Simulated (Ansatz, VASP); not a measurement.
# One calculation of SbO5, two programs

```
CELL_PARAMETERS angstrom
3.76198 0.00000 0.00000
-1.88099 3.25797 0.00000
0.00000 0.00000 5.84304
ATOMIC_POSITIONS crystal
Sb 0.00000 0.00000 0.00000
O 0.00000 0.50000 0.50000
O 0.50000 0.50000 0.50000
O 0.33333 0.66667 0.00000
O 0.50000 0.00000 0.50000
O 0.66667 0.33333 0.00000
```

Change from the starting cell: species swapped into the GdRh5 type (P6/mmm, No. 191).

Alike in both runs: functional PBE; k mesh 6 × 6 × 4; occupations gaussian, width 0.1 eV; no spin polarisation.

Ansatz relaxed the structure, and its values are those at the end. VASP's run is a single point on that final structure, the one shown.

```csv
,VASP,Ansatz
version,VASP 6.6.1,Ansatz 0.2.0
potentials or method,"VASP PAW PBE potentials, release 64 (Sb, O), cutoff 520 eV","scalar-relativistic, plane waves, PAW"
valence electrons in the cell,35,45
```

Ansatz gave:

| Quantity | Value |
| --- | --- |
| gap on the k mesh at the Fermi level (eV) | none |
| pressure (GPa) | 0.3 |

Question: Which values does VASP return?

Answer: gap on the k mesh at the Fermi level (eV): none; pressure (GPa): -0.4.

A gap of «none» marks a metal or a gap that the smearing closes. VASP's potentials hold 35 valence electrons a cell and Ansatz's 45, so a difference there can come from the potentials and not from the codes.

Neither program's run includes spin-orbit coupling.
